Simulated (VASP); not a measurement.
# Ga (P6_3/mmc) in VASP: further runs

Ga is run at these levels: LDA; tasks: single point.

Everything below comes from runs of VASP 6.6.1. Logs are shortened: lines on timing, memory, paths and dates and some standing lists are left out, and cuts for length are marked.

## Step 1: The cell of the first run

It takes space group P6_3/mmc (No. 194, hexagonal). The conventional cell has a = 2.153 Å, b = 2.153 Å, c = 3.593 Å, α = 90.00°, β = 90.00°, γ = 120.00°. Within 2.8 Å of Ga (site symmetry -6m2) lie 12 Ga at 2.15 to 2.18 Å.

## Step 2: Single point, LDA

INCAR reads:

```
ALGO = Normal
EDIFF = 1E-7
ENCUT = 520
GGA = CA
ISIF = 2
ISMEAR = -1
LASPH = T
LCHARG = F
LREAL = F
LWAVE = F
NBANDS = 20
NELM = 80
PREC = Accurate
SIGMA = 0.1
```

KPOINTS reads:

```
k-points
0
Gamma
  20 20 11
```

POSCAR reads:

```
Ga
1.0
    2.1526377406      0.0000000000      0.0000000000
   -1.0763188703      1.8642389685      0.0000000000
    0.0000000000      0.0000000000      3.5926188326
Ga
2
Direct
    0.3333333333      0.6666666667      0.2500000000
    0.6666666667      0.3333333333      0.7500000000
```

Potentials or basis: VASP PAW LDA potentials, release 64 (Ga_d).

Run with:

```console
$ cat potpaw_LDA.64/Ga_d/POTCAR > POTCAR
$ mpirun -np 1 vasp_std > vasp.out
```

OUTCAR:

```text
EDIFF = 1E-7
   ENCUT = 520
   GGA = CA
   ISIF = 2
   ISMEAR = -1
   LASPH = T
   LREAL = F
   NELM = 80
   PREC = Accurate

 ion  position               nearest neighbor table
   1  0.333  0.667  0.250-   2 2.18   2 2.18   2 2.18   2 2.18   2 2.18   2 2.18
   2  0.667  0.333  0.750-   1 2.18   1 2.18   1 2.18   1 2.18   1 2.18   1 2.18

  LATTYP: Found a hexagonal cell.
 ALAT       =     2.1526377406
 C/A-ratio  =     1.6689379568

  Lattice vectors:

 A1 = (   2.1526377406,   0.0000000000,   0.0000000000)
 A2 = (  -1.0763188703,   1.8642389685,   0.0000000000)
 A3 = (   0.0000000000,   0.0000000000,   3.5926188326)

Analysis of symmetry for initial positions (statically):
=====================================================================
 Subroutine PRICEL returns:
 Original cell was already a primitive cell.

 Routine SETGRP: Setting up the symmetry group for a
 hexagonal supercell.

 Subroutine GETGRP returns: Found 24 space group operations
 (whereof 12 operations were pure point group operations)
 out of a pool of 24 trial point group operations.

The static configuration has the point symmetry D_3d.
 The point group associated with its full space group is D_6h.

Analysis of symmetry for dynamics (positions and initial velocities):
=====================================================================
 Subroutine PRICEL returns:
 Original cell was already a primitive cell.

 Routine SETGRP: Setting up the symmetry group for a
 hexagonal supercell.

 Subroutine GETGRP returns: Found 24 space group operations
 (whereof 12 operations were pure point group operations)
 out of a pool of 24 trial point group operations.

The dynamic configuration has the point symmetry D_3d.
 The point group associated with its full space group is D_6h.

 Subroutine INISYM returns: Found 24 space group operations
 (whereof 12 operations are pure point group operations),
 and found     1 'primitive' translations

----------------------------------------------------------------------------------------

                                     Primitive cell

  volume of cell :      14.4173

  direct lattice vectors                    reciprocal lattice vectors
     2.152637741  0.000000000  0.000000000     0.464546348  0.268205959  0.000000000
    -1.076318870  1.864238969  0.000000000     0.000000000  0.536411918  0.000000000
     0.000000000  0.000000000  3.592618833     0.000000000  0.000000000  0.278348482

  length of vectors
     2.152637741  2.152637741  3.592618833     0.536411918  0.536411918  0.278348482

  position of ions in fractional coordinates (direct lattice)
     0.333333333  0.666666667  0.250000000
     0.666666667  0.333333333  0.750000000

  ion indices of the primitive-cell ions
   primitive index   ion index
                 1           1
                 2           2

----------------------------------------------------------------------------------------

 KPOINTS: k-points

Automatic generation of k-mesh.
 Grid dimensions read from file:
 generate k-points for:   20   20   11

 Generating k-lattice:

  Cartesian coordinates                     Fractional coordinates (reciprocal lattice)
     0.023227317  0.013410298  0.000000000     0.050000000 -0.000000000  0.000000000
     0.000000000  0.026820596  0.000000000     0.000000000  0.050000000  0.000000000
     0.000000000  0.000000000  0.025304407     0.000000000  0.000000000  0.090909091

  Length of vectors
     0.026820596  0.026820596  0.025304407

  Shift w.r.t. Gamma in fractional coordinates (k-lattice)
     0.000000000  0.000000000  0.000000000

 Subroutine IBZKPT returns following result:
 ===========================================

 Found    264 irreducible k-points:

 Following reciprocal coordinates:
            Coordinates               Weight
  0.000000  0.000000  0.000000      1.000000
  0.050000 -0.000000  0.000000      6.000000
  0.100000 -0.000000  0.000000      6.000000
  0.150000 -0.000000  0.000000      6.000000
  0.200000 -0.000000  0.000000      6.000000
  0.250000 -0.000000  0.000000      6.000000
[... 16 lines left out ...]
  0.200000  0.100000  0.000000     12.000000
  0.250000  0.100000  0.000000     12.000000
 [... further k-points ...]
   k-points           NKPTS =    264   k-points in BZ     NKDIM =    264   number of bands    NBANDS=     20
   number of dos      NEDOS =    301   number of ions     NIONS =      2
   total plane-waves  NPLWV =   7168
   dimension x,y,z NGX =    16 NGY =   16 NGZ =   28
   dimension x,y,z NGXF=    32 NGYF=   32 NGZF=   56
   ions per type =               2
   NGX,Y,Z   is equivalent  to a cutoff of  12.36, 12.36, 12.96 a.u.
   NGXF,Y,Z  is equivalent  to a cutoff of  24.71, 24.71, 25.91 a.u.
 SYSTEM =  unknown system
   PREC   = accura    normal or accurate (medium, high low for compatibility)
   ISTART =      0    job   : 0-new  1-cont  2-samecut
   ICHARG =      2    charge: 1-file 2-atom 10-const
   ISPIN  =      1    spin polarized calculation?
   LNONCOLLINEAR =      F non collinear calculations
   LSORBIT =      F    spin-orbit coupling
   LASPH  =      T    aspherical Exc in radial PAW
   ENCUT  =  520.0 eV  38.22 Ry    6.18 a.u.   4.00  4.00  6.68*2*pi/ulx,y,z
   NELM   =     80;   NELMIN=  2; NELMDL= -5     # of ELM steps
   EDIFF  = 0.1E-06   stopping-criterion for ELM
   LREAL  =      F    real-space projection
   EDIFFG = 0.1E-05   stopping-criterion for IOM
   NSW    =      0    number of steps for IOM
   IBRION =     -1    ionic relax: 0-MD 1-quasi-New 2-CG
   NFREE  =      0    steps in history (QN), initial steepest desc. (CG)
   ISIF   =      2    stress and relaxation
   ISYM   =      2    0-nonsym 1-usesym 2-fastsym
   POTIM  = 0.5000    time-step for ionic-motion
   TEBEG  =    0.0;   TEEND  =   0.0 temperature during run
   PSTRESS=    0.0 pullay stress
   NELECT =      26.0000    total number of electrons
   NUPDOWN=      -1.0000    fix difference up-down
   EMIN   =  10.00;   EMAX   =-10.00  energy-range for DOS
   EFERMI =   0.00;   METHOD = LEGACY
   ISMEAR =    -1;   SIGMA  =   0.10  broadening in eV -4-tet -1-fermi 0-gaus
   EFERMI_NEDOS =   21; number of points for ismear=-14 and -15
   IALGO  =     38    algorithm
   IMIX   =      4    mixing-type and parameters
     AMIX     =   0.40;   BMIX     =  1.00
     AMIX_MAG =   1.60;   BMIX_MAG =  1.00
  volume/ion in A,a.u.               =       7.21        48.65
  Fermi-wavevector in a.u.,A,eV,Ry     =   1.992682  3.765623 54.025777  3.970783
  Thomas-Fermi vector in A             =   3.010045
   LORBIT       =      0    0 simple, 1 ext, 2 COOP (PROOUT), +10 PAW based schemes
   GGA     = CA    functional components
   LHFCALC =     F    Hartree Fock is set to
   AEXX    =    0.0000 exact exchange contribution
   IVDW    =     0    specifies the selected vdW correction
   LEPSILON=     F    determine dielectric tensor
   LRPA    =     F    only Hartree local field effects (RPA)
 non-spin polarized calculation
  energy-cutoff  :      520.00
  volume of cell :       14.42
 maximum number of plane-waves:       399
   NGX =  9   NGY =  9   NGZ = 13

 number of electron      26.0000020 magnetization

 Free energy of the ion-electron system (eV)
  ---------------------------------------------------
  ext. energy  EPLUGINS =         0.00000000
  ---------------------------------------------------
  free energy    TOTEN  =         5.37925209 eV

  energy without entropy =        5.39490065  energy(sigma->0) =        5.38707637

 E-fermi :  20.9194     XC(G=0): -17.3124

 val. band max:       20.9169080080   @ k =   0.3000   0.1000   0.0909
 cond. band min:      20.9502114711   @ k =   0.3000   0.2000   0.4545
 fundamental gap:      0.0333034631
 Fermi energy:        20.9193971622

 k-point     1 :       0.0000    0.0000    0.0000
  band No.  band energies     occupation
      1      -2.2472      2.00000
      2      -0.1076      2.00000
      3       1.5763      2.00000
      4       1.7618      2.00000
      5       1.7618      2.00000
      6       1.9910      2.00000
[... 12 lines left out ...]
     19      43.7849      0.00000
     20      43.7849      0.00000

 k-point     2 :       0.0500   -0.0000    0.0000
  band No.  band energies     occupation
      1      -2.1325      2.00000
      2      -0.0580      2.00000
      3       1.5501      2.00000
      4       1.7850      2.00000
      5       1.8025      2.00000
      6       1.9754      2.00000
[... 12 lines left out ...]
     19      45.3882      0.00000
     20      46.1022      0.00000

 k-point     3 :       0.1000   -0.0000    0.0000
  band No.  band energies     occupation
      1      -1.7951      2.00000
      2       0.0788      2.00000
      3       1.4774      2.00000
      4       1.8414      2.00000
      5       1.9216      2.00000
      6       1.9533      2.00000
[... 12 lines left out ...]
     19      44.9050      0.00000
     20      47.4617      0.00000

 k-point     4 :       0.1500   -0.0000    0.0000
  band No.  band energies     occupation
      1      -1.2614      2.00000
      2       0.2623      2.00000
      3       1.3895      2.00000
      4       1.8261      2.00000
      5       2.0577      2.00000
      6       2.0605      2.00000
[... 12 lines left out ...]
     19      44.1962      0.00000
     20      46.5821      0.00000

 k-point     5 :       0.2000   -0.0000    0.0000
  band No.  band energies     occupation
      1      -0.6034      2.00000
      2       0.4114      2.00000
      3       1.3623      2.00000
      4       1.6991      2.00000
      5       1.7905      2.00000
      6       2.1826      2.00000
[... 12 lines left out ...]
     19      42.9004      0.00000
     20      46.5573      0.00000
[... 353 lines left out ...]
      6       2.0052      2.00000
[... 12 lines left out ...]
     19      42.1833      0.00000
     20      44.7790      0.00000

 k-point    22 :       0.1500    0.1000    0.0000
  band No.  band energies     occupation
      1      -0.3157      2.00000
      2       0.5324      2.00000
      3       1.2108      2.00000
      4       1.6208      2.00000
      5       1.8122      2.00000
      6       2.0104      2.00000
[... 12 lines left out ...]
     19      42.1131      0.00000
     20      43.9867      0.00000

 k-point    23 :       0.2000    0.1000    0.0000
  band No.  band energies     occupation
      1       0.2626      2.00000
      2       0.5797      2.00000
      3       1.2683      2.00000
      4       1.2808      2.00000
      5       1.8323      2.00000
      6       1.9048      2.00000
[... 12 lines left out ...]
     19      41.3866      0.00000
     20      43.0830      0.00000

 k-point    24 :       0.2500    0.1000    0.0000
  band No.  band energies     occupation
      1       0.4305      2.00000
      2       0.5917      2.00000
      3       0.9536      2.00000
      4       1.6017      2.00000
      5       1.8188      2.00000
      6       1.9368      2.00000
[... 12 lines left out ...]
     19      40.4415      0.00000
     20      42.4209      0.00000

 [... further k-points ...]

------------------------ aborting loop because EDIFF is reached ----------------------------------------

  FORCE on cell =-STRESS in cart. coord.  units (eV):
  Direction    XX          YY          ZZ          XY          YZ          ZX
  --------------------------------------------------------------------------------------
  -------------------------------------------------------------------------------------
  Total       41.4298721     41.4298721     41.4183918      0.0000000      0.0000000      0.0000000
  in kB     4604.0549751   4604.0549751   4602.7791833      0.0000000      0.0000000      0.0000000
  external PRESSURE =    4603.6297112 kB  Pullay stress =       0.0000000 kB

 VOLUME and BASIS-vectors are now :
 -----------------------------------------------------------------------------
  energy-cutoff  :      520.00
  volume of cell :       14.42
      direct lattice vectors                 reciprocal lattice vectors
     2.152637741  0.000000000  0.000000000     0.464546348  0.268205959  0.000000000
    -1.076318870  1.864238969  0.000000000     0.000000000  0.536411918  0.000000000
     0.000000000  0.000000000  3.592618833     0.000000000  0.000000000  0.278348482

 POSITION                                       TOTAL-FORCE (eV/Angst)
 -----------------------------------------------------------------------------------
     -0.00000      1.24283      0.89815         0.000000     -0.000000      0.000000
      1.07632      0.62141      2.69446        -0.000000      0.000000      0.000000
 -----------------------------------------------------------------------------------
    total drift:                               -0.000000      0.000000     -0.000000

  FREE ENERGIE OF THE ION-ELECTRON SYSTEM (eV)
  ---------------------------------------------------
  free  energy   TOTEN  =         5.3792520891 eV

  energy  without entropy=        5.3949006499  energy(sigma->0) =        5.38707637
```

It used 37 s of CPU time on 1 thread of Intel(R) Xeon(R) Platinum 8488C (Sapphire Rapids) (shared host).

What came out:

```
Free energy            : 5.3793 eV
Pressure               : 460.4 GPa
Band gap on the k mesh : zero (band 13 reaches 27.29 eV, above the bottom of band 14 at 16.85 eV)
```

## Step 3: Single point, LDA

INCAR reads:

```
PREC = Accurate
ENCUT = 520
EDIFF = 1E-6
ISMEAR = -1
SIGMA = 0.1
LREAL = F
LASPH = T
NELM = 60
ALGO = Normal
ISIF = 2
LWAVE = F
LCHARG = F
NBANDS = 20
```

KPOINTS reads:

```
Automatic mesh
0
Gamma
  20 20 11
```

POSCAR reads:

```
Ga
1.0
    2.1528343121     -0.0000000001      0.0000000000
   -1.0764171560      1.8644092044      0.0000000000
    0.0000000000      0.0000000000      3.5934099399
Ga
2
Direct
    0.3333333333      0.6666666667      0.2500000000
    0.6666666667      0.3333333333      0.7500000000
```

Potentials or basis: VASP PAW LDA potentials, release 64 (Ga_d).

Run with:

```console
$ cat potpaw_LDA.64/Ga_d/POTCAR > POTCAR
$ mpirun -np 1 vasp_std > vasp.out
```

It used 35 s of CPU time on 1 thread of Intel(R) Xeon(R) Platinum 8488C (Sapphire Rapids), with other jobs on the host.

Results (log left out):

```yaml
Free_energy: 5.3626 eV
Pressure: 459.7 GPa
Band_gap_on_the_k_mesh: zero (band 13 reaches 27.28 eV, above the bottom of band 14 at 16.84 eV)
```

Stress tensor (GPa, compression positive):
```
459.79   0.00   0.00
  0.00 459.79   0.00
  0.00   0.00 459.56
```

Levels at points of the mesh, in eV from the Fermi level:
```csv
k point,band 11,band 12,band 13,band 14,band 15,band 16
"(0.00, 0.00, 0.00)",-17.53,-12.09,-6.37,18.62,20.61,20.61
"(0.50, 0.00, 0.00)",-11.51,-9.21,-0.23,0.77,3.29,4.88
```
